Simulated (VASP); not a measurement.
Set up this calculation in VASP 6.6.1, as the native input.

* Task: single point
* Functional: r2SCAN
* Potentials or basis: VASP PAW PBE potentials, release 64 (Al, N)
* Cutoff: 520 eV
* k mesh: 10 × 10 × 10
* Occupations: gaussian, width 0.05 eV
* Spin: no spin polarisation
* Dipole correction: no
* Further INCAR settings: ALGO = Normal; EDIFF = 1e-06; NBANDS = 11

The system is AlN.

```
CELL_PARAMETERS angstrom
0.00000 2.18399 2.18399
2.18399 0.00000 2.18399
2.18399 2.18399 0.00000
ATOMIC_POSITIONS crystal
Al 0.09713 0.00000 0.00000
N 0.75000 0.75000 0.75000
```

This cell differs from its parent crystal: all Al atoms moved -0.300 Å, as atom 1 towards its neighbour atom 1 (Al) at 3.089 Å.

One way to write it, as run:

POSCAR

```
AlN
1.0
    0.0000000000      2.1839935596      2.1839935596
    2.1839935596      0.0000000000      2.1839935596
    2.1839935596      2.1839935596      0.0000000000
Al N
1 1
Direct
    0.0971303388      0.0000000000      0.0000000000
    0.7500000000      0.7500000000      0.7500000000
```

INCAR.step1

```
SYSTEM = AlN
  PREC = Accurate
  ENCUT = 520
  ISMEAR = 0
  SIGMA = 0.05
  LREAL = .False.
  LASPH = .True.
  NELM = 80
  NBANDS = 11
  GGA = PE
  ALGO = Normal
  EDIFF = 1E-4
  LWAVE = .True.
  LCHARG = .False.
```

INCAR.step2

```
SYSTEM = AlN
  PREC = Accurate
  ENCUT = 520
  EDIFF = 1E-6
  ISMEAR = 0
  SIGMA = 0.05
  LREAL = .False.
  LASPH = .True.
  NELM = 80
  ALGO = Normal
  ISIF = 2
  LWAVE = .False.
  LCHARG = .False.
  METAGGA = R2SCAN
  LMIXTAU = .True.
  NBANDS = 11
  ISTART = 1
```

KPOINTS

```
regular mesh
0
Gamma
  10 10 10
  0 0 0
```

Potentials or basis: VASP PAW PBE potentials, release 64 (Al, N).

Launch:

```bash
$ cat potpaw_PBE.64/Al/POTCAR potpaw_PBE.64/N/POTCAR > POTCAR
$ cp INCAR.step1 INCAR
$ mpirun -np 1 vasp_std > vasp.out
$ cp INCAR.step2 INCAR
$ mpirun -np 1 vasp_std > vasp.out
```

Results of the run:

```json
{
 "Pressure": "12.1 GPa",
 "Largest force": "6.040 eV/Å",
 "Band gap on the k mesh": "3.17 eV, indirect (least direct gap 4.00 eV)"
}
```

Caveat: the cell differs from its parent crystal (all Al atoms moved -0.300 Å, as atom 1 towards its neighbour atom 1 (Al) at 3.089 Å); the PAW data sets were made with another functional, which shifts forces and pressure a little.

Wall time 69 s on 1 thread of Intel(R) Xeon(R) 6975P-C (Granite Rapids), on a shared host, peak memory 0.18 GiB.
